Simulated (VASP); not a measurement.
Crystal: Be3CdSe4.

```xyz
8
Lattice="5.4937 0.0000 0.0000 0.0000 5.4937 0.0000 0.0000 0.0000 5.4937" Properties=species:S:1:pos:R:3 pbc="T T T"
Be    0.0000    0.0000    2.7469
Be    0.0000    2.7469    0.0000
Be    2.7469    0.0000    0.0000
Cd    2.7469    2.7469    2.7469
Se    4.1551    4.1551    1.3386
Se    4.1551    1.3386    4.1551
Se    1.3386    4.1551    4.1551
Se    1.3386    1.3386    1.3386
```

```yaml
Program: VASP 6.6.1
Task: relaxation of cell and atoms
Functional: PBE
Potentials_or_basis: VASP PAW PBE potentials, release 64 (Be, Cd, Se)
Cutoff: 600 eV
k_mesh: 2 × 2 × 2
Occupations: gaussian, width 0.15 eV
Spin: no spin polarisation
```

At the start: pressure 1.0 GPa; volume 20.73 Å³/atom.

**Question.** Where does the relaxation end?

**Answer.** Over 4 steps the energy falls by 90.3 meV/atom and the volume is 20.20 Å³/atom (-2.5 %); space group P-43m (No. 215, to 0.05 Å).

The path:
```csv
step,energy change (eV),largest force (eV/Å),pressure (GPa),volume (Å³)
1,0.0000,2.4262,1.00,165.81
2,-0.6438,0.4714,-2.07,168.93
3,-0.6637,0.1037,-2.51,169.64
4,-0.7225,0.0795,0.33,161.63
```

Final structure:
```
Be Cd Se
1.0
     5.44723    0.00000    0.00000
     0.00000    5.44723    0.00000
     0.00000    0.00000    5.44723
Be Cd Se
3 1 4
Cartesian
  0.0000 5.4472 2.7236
  0.0000 2.7236 0.0000
  2.7236 5.4472 5.4472
  2.7236 2.7236 2.7236
  4.2127 4.2127 1.2345
  4.2127 1.2345 4.2127
  1.2345 4.2127 4.2127
  1.2345 1.2345 1.2345
```

Caveat: the k points lie up to 0.58 Å⁻¹ apart in the final cell; the relaxation stopped at a loose force limit of 0.08 eV/Å, so its end isn't a converged minimum.
